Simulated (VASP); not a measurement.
Write the native input for VASP 6.6.1 that does the following.

- Task: single point
- Functional: r2SCAN
- Potentials or basis: VASP PAW PBE potentials, release 64 (Cu)
- Cutoff: 520 eV
- k mesh: 20 × 20 × 20
- Occupations: fermi-dirac, width 0.1 eV
- Spin: no spin polarisation
- Dipole correction: no
- Further INCAR settings: ALGO = Normal; EDIFF = 1e-06; NBANDS = 12

Cu:

```
Cu
1.0
     0.00000    1.46540    1.46540
     1.46540    0.00000    1.46540
     1.46540    1.46540    0.00000
Cu
1
Direct
  0.00000 0.00000 0.00000
```

This cell differs from its parent crystal: volume scaled by 0.55.

These files were run (other wordings do the same):

POSCAR

```
Cu
1.0
    0.0000000000      1.4654019268      1.4654019268
    1.4654019268      0.0000000000      1.4654019268
    1.4654019268      1.4654019268      0.0000000000
Cu
1
Direct
    0.0000000000      0.0000000000      0.0000000000
```

INCAR.step1

```
SYSTEM = Cu
PREC     = Accurate       ! precision mode
ENCUT    = 520            ! plane-wave cutoff, eV
ISMEAR   = -1             ! smearing method
SIGMA    = 0.1            ! smearing width, eV
LREAL    = .FALSE.        ! projectors in reciprocal space
LASPH    = .TRUE.         ! aspherical terms in the spheres
NELM     = 60             ! most SCF steps
NBANDS   = 12             ! bands
GGA      = PE             ! functional
ALGO     = Normal         ! electronic algorithm
EDIFF    = 1E-4           ! SCF threshold, eV
LWAVE    = .TRUE.         ! write WAVECAR
LCHARG   = .FALSE.        ! write CHGCAR
```

INCAR.step2

```
SYSTEM = Cu
PREC     = Accurate       ! precision mode
ENCUT    = 520            ! plane-wave cutoff, eV
EDIFF    = 1E-6           ! SCF threshold, eV
ISMEAR   = -1             ! smearing method
SIGMA    = 0.1            ! smearing width, eV
LREAL    = .FALSE.        ! projectors in reciprocal space
LASPH    = .TRUE.         ! aspherical terms in the spheres
NELM     = 60             ! most SCF steps
ALGO     = Normal         ! electronic algorithm
ISIF     = 2              ! what is computed and relaxed
LWAVE    = .FALSE.        ! write WAVECAR
LCHARG   = .TRUE.         ! write CHGCAR
METAGGA  = R2SCAN         ! meta-GGA
LMIXTAU  = .TRUE.       
LELF     = .TRUE.         ! ELF
LVHAR    = .TRUE.       
NBANDS   = 12             ! bands
ISTART   = 1
```

KPOINTS

```
regular mesh
0
G
  20 20 20
  0 0 0
```

Potentials or basis: VASP PAW PBE potentials, release 64 (Cu).

Launch:

```bash
$ cat potpaw_PBE.64/Cu/POTCAR > POTCAR
$ cp INCAR.step1 INCAR
$ mpirun -np 1 vasp_std > vasp.out
$ cp INCAR.step2 INCAR
$ mpirun -np 1 vasp_std > vasp.out
```

It gave:

```json
{
  "Pressure": "427.7 GPa"
}
```

Caveat: the PAW data sets were made with another functional, which shifts forces and pressure a little.

Wall time 37 s on 1 thread of Intel Xeon 6975P-C (shared host), peak memory 0.13 GiB.
